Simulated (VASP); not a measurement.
HfB2:

```
Hf B
1.0
     3.14000    0.00000    0.00000
    -1.57000    2.71932    0.00000
     0.00000    0.00000    3.48000
Hf B
1 2
Direct
  0.00000 0.00000 0.00000
  0.66667 0.33333 0.50000
  0.33333 0.66667 0.50000
```

| Quantity | Value |
| --- | --- |
| Program | VASP 6.6.1 |
| Task | relaxation of cell and atoms |
| Functional | PBE |
| Dispersion | D4 |
| Potentials or basis | VASP PAW PBE potentials, release 64 (Hf_pv, B) |
| Cutoff | 600 eV |
| k mesh | 10 × 10 × 8 |
| Occupations | fermi-dirac, width 0.05 eV |
| Spin | no spin polarisation |

At the start: pressure -4.8 GPa; volume 9.90 Å³/atom.

Question: Where does the relaxation end?

Answer: Over 4 steps the energy falls by 2.9 meV/atom and the volume is 9.72 Å³/atom (-1.9 %); space group P6/mmm (No. 191, to 0.05 Å).

The path:
| step | energy change (eV) | largest force (eV/Å) | pressure (GPa) | volume (Å³) |
| --- | --- | --- | --- | --- |
| 1 | 0.0000 | 0.0000 | -4.77 | 29.71 |
| 2 | 0.0052 | 0.0000 | 6.62 | 28.47 |
| 3 | -0.0086 | 0.0000 | 0.04 | 29.15 |
| 4 | -0.0088 | 0.0000 | 0.00 | 29.15 |

Final structure:
```xyz
3
Lattice="3.1245 0.0000 0.0000 -1.5622 2.7059 0.0000 0.0000 0.0000 3.4482" Properties=species:S:1:pos:R:3 pbc="T T T"
Hf   -1.5622    2.7059    3.4482
B     1.5622    0.9020    1.7241
B     0.0000    1.8039    1.7241
```

Caveat: pairwise dispersion overbinds metals, which lowers pressure and volume.
